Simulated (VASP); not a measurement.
## CdP2C: relaxation of cell and atoms with LDA

The system is CdP2C.

```xyz
4
Lattice="3.2820 0.0000 0.0000 0.0000 3.2820 0.0000 0.0000 0.0000 6.1236" Properties=species:S:1:pos:R:3 pbc="T T T"
Cd    0.0000    0.0000    0.0000
P     0.0000    1.6410    2.0182
P     1.6410    0.0000    4.1054
C     1.6410    1.6410    3.0618
```

```
Program                : VASP 6.6.1
Task                   : relaxation of cell and atoms
Functional             : LDA
Potentials or basis    : VASP PAW LDA potentials, release 64 (Cd, P, C)
Cutoff                 : 600 eV
k mesh                 : 8 × 8 × 4
Occupations            : fermi-dirac, width 0.02 eV
Spin                   : no spin polarisation
Dipole correction      : no
Further INCAR settings : ALGO = Normal; EDIFF = 1e-07; IBRION = 2; EDIFFG = -0.005; NSW = 80; ISIF = 3
```

```yaml
Relaxed_volume: 16.10 Å³/atom
Relaxed_cell: a = 2.799 Å, b = 2.799 Å, c = 8.218 Å, α = 90.00°, β = 90.00°, γ = 90.00°
Space_group_after_relaxing_to_0.1_Å: P-4m2 (No. 115)
Energy_gained_by_relaxing: 316.2 meV/atom
Ionic_steps: 36
Pressure_after_relaxing: 0.0 GPa
Band_gap_on_the_k_mesh: zero (bands 13 and 14 overlap by 2.54 eV)
```

The path:
```tsv
step	energy change (eV)	largest force (eV/Å)	pressure (GPa)	volume (Å³)
1	0.0000	0.1459	-5.81	65.96
2	-0.0729	0.1606	2.51	60.41
3	-0.0830	0.1586	0.08	61.74
4	-0.0830	0.1582	-0.06	61.82
5	-0.0848	0.0180	-0.11	61.80
6	-0.0850	0.0298	-0.12	61.79
7	-0.0854	0.0258	0.04	61.68
8	-0.0859	0.0158	0.45	61.40
9	-0.0861	0.0133	0.40	61.41
10	-0.0866	0.0056	0.28	61.46
11	-0.0875	0.0129	0.05	61.55
12	-0.0916	0.0421	-0.43	61.71
13	-0.1248	0.0052	-1.31	62.01
14	-0.3107	0.1115	-2.43	62.45
15	-0.8569	1.1845	-4.21	62.76
16	-0.5806	3.0708	-0.36	61.26
17	-1.0488	1.7149	-4.16	62.59
18	-1.0587	1.8410	-4.09	62.53
19	-1.0551	1.7811	-4.12	62.56
20	-1.0943	1.5085	-3.06	62.17
21	-1.1626	0.6205	0.47	61.00
22	-1.1678	0.2475	1.97	60.56
23	-1.1798	0.2116	1.85	60.75
24	-1.2104	0.1119	1.55	61.35
25	-1.2487	0.0835	1.46	62.51
26	-1.2459	0.5596	1.89	64.79
27	-1.2587	0.3617	1.60	63.73
28	-1.2598	0.3165	-1.29	65.08
29	-1.2648	0.0012	0.05	64.43
30	-1.2648	0.0082	0.08	64.42
31	-1.2648	0.0138	0.03	64.45
32	-1.2648	0.0170	0.00	64.47
33	-1.2648	0.0002	-0.05	64.47
34	-1.2648	0.0002	-0.05	64.47
35	-1.2648	0.0008	-0.02	64.43
36	-1.2648	0.0013	0.01	64.40
```

Final structure:
```
CELL_PARAMETERS angstrom
2.79931 0.00000 0.00000
0.00000 2.79931 0.00000
0.00000 0.00000 8.21825
ATOMIC_POSITIONS crystal
Cd 0.00000 0.00000 0.00000
P 0.00000 0.50000 0.35616
P 0.50000 0.00000 0.64384
C 0.50000 0.50000 0.50000
```

Levels at points of the mesh, in eV from the Fermi level:
```tsv
k point	band 11	band 12	band 13	band 14	band 15	band 16
(0.00, 0.00, 0.00)	-4.01	-4.01	2.00	2.50	3.07	3.07
(0.50, 0.00, 0.00)	-3.29	-2.90	-0.33	0.46	1.71	2.95
(0.50, 0.50, 0.00)	-3.12	-3.12	-2.67	1.61	2.10	2.10
(0.00, 0.00, 0.50)	-4.01	-1.65	0.98	2.79	3.05	3.05
(0.50, 0.00, 0.50)	-3.12	-2.90	-1.27	-0.54	2.75	3.98
(0.50, 0.50, 0.50)	-3.17	-3.17	-2.60	1.60	3.04	3.04
```

It took 28 min on 1 thread of Intel Xeon 8259CL (shared host), peak memory 0.23 GiB.

Caveat: a cell axis changed by over 15 % at a fixed basis, so the end point is rough.
